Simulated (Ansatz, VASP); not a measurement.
**One calculation of P4C, two programs**

File INCAR:

```
SYSTEM = P4C
ALGO     = Normal         ! electronic algorithm
EDIFF    = 1E-7           ! SCF threshold, eV
EDIFFG   = -0.01          ! ionic threshold
ENCUT    = 600            ! plane-wave cutoff, eV
GGA      = PE             ! functional
IBRION   = 2              ! ionic algorithm
ISIF     = 3              ! what is computed and relaxed
ISMEAR   = 0              ! smearing method
LASPH    = .TRUE.         ! aspherical terms in the spheres
LCHARG   = .FALSE.        ! write CHGCAR
LREAL    = .FALSE.        ! projectors in reciprocal space
LWAVE    = .FALSE.        ! write WAVECAR
NELM     = 80             ! most SCF steps
NSW      = 100            ! ionic steps
PREC     = Accurate       ! precision mode
SIGMA    = 0.1            ! smearing width, eV
```

The input KPOINTS:

```
k-points
0
G
  8 8 8
  0 0 0
```

The input POSCAR:

```
P4C
1.0
    4.4270762700      0.0000000000      0.0000000000
    0.0000000000      4.4270762700      0.0000000000
    0.0000000000      0.0000000000      4.4270762700
P C
4 1
Direct
    0.5000000000      0.5000000000      0.5000000000
    0.0000000000      0.5000000000      0.5000000000
    0.5000000000      0.0000000000      0.5000000000
    0.5000000000      0.5000000000      0.0000000000
    0.0000000000      0.0000000000      0.0000000000
```

Input for Ansatz:

```yaml
crystal:
  lattice:
    - [4.42707627, 0.0, 0.0]
    - [0.0, 4.42707627, 0.0]
    - [0.0, 0.0, 4.42707627]
  atoms:
    - { symbol: P, position: [0.5, 0.5, 0.5] }
    - { symbol: P, position: [0.0, 0.5, 0.5] }
    - { symbol: P, position: [0.5, 0.0, 0.5] }
    - { symbol: P, position: [0.5, 0.5, 0.0] }
    - { symbol: C, position: [0.0, 0.0, 0.0] }
basis:
  ecutwfc: 420
kpoints:
  mp_grid: { grid: [8, 8, 8] }
hamiltonian:
  xc: pbe
scf:
  occupations: { method: gaussian, width: 0.1 }
output:
  forces: true
  stress: true
  eigenvalues: true
  write_density: true
  write_potential: true
  elf: true
  volumetric_format: npy
relax:
  adjacent_minimum: "off"
  f_tol: 0.01
  max_steps: 80
  cell: { stress_tol: 0.05 }
```

Change from the starting cell: species swapped into the Mn4N type (Pm-3m, No. 221).

Alike in both runs: task relaxation of cell and atoms; functional PBE; k mesh 8 × 8 × 8; occupations gaussian, width 0.1 eV; no spin polarisation.

```csv
,VASP,Ansatz
version,VASP 6.6.1,Ansatz 0.2.0
potentials or method,"VASP PAW PBE potentials, release 64 (P, C), cutoff 600 eV","scalar-relativistic, plane waves, PAW"
valence electrons in the cell,24,24
```

```tsv
	VASP	Ansatz	Ansatz less VASP
gap on the k mesh at the Fermi level, each at its own relaxed structure (eV)	none	none	-
relaxed volume (Å³/atom)	16.78	16.82	+0.046
relaxed length of the cell vector where the two differ most in proportion (Å)	4.378	4.382	+0.0040
```

A gap of «none» marks a metal or a gap that the smearing closes.
